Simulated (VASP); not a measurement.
Crystal: Ag.

```
Ag
1.0
     2.88889    0.00000    0.00000
     1.44444    2.50185    0.00000
     1.44444    0.83395    2.35876
Ag
1
Direct
  0.00000 0.00000 0.00000
```

* Program: VASP 6.6.1
* Task: relaxation of volume and atoms at fixed shape
* Functional: PBEsol
* Potentials or basis: VASP PAW PBE potentials, release 64 (Ag)
* Cutoff: 600 eV
* k mesh: 18 × 18 × 18
* Occupations: methfessel-paxton, width 0.05 eV
* Spin: no spin polarisation

At the start: pressure -2.8 GPa; volume 17.05 Å³/atom.

Where does the relaxation end?

Over 3 steps the energy falls by 3.7 meV/atom and the volume is 16.63 Å³/atom (-2.5 %); space group Fm-3m (No. 225, to 0.05 Å).

The path:
| step | energy change (eV) | largest force (eV/Å) | pressure (GPa) | volume (Å³) |
| --- | --- | --- | --- | --- |
| 1 | 0.0000 | 0.0000 | -2.77 | 17.05 |
| 2 | -0.0016 | 0.0000 | 2.30 | 16.33 |
| 3 | -0.0037 | 0.0000 | -0.01 | 16.63 |

Final structure:
```yaml
crystal:
  lattice:
    - [2.86509, 0.00000, 0.00000]
    - [1.43254, 2.48124, 0.00000]
    - [1.43254, 0.82708, 2.33933]
  atoms:
    - { symbol: Ag, position: [0.00000, 0.00000, 0.00000] }
```

Caveat: the PAW data sets were made with another functional, which shifts forces and pressure a little.
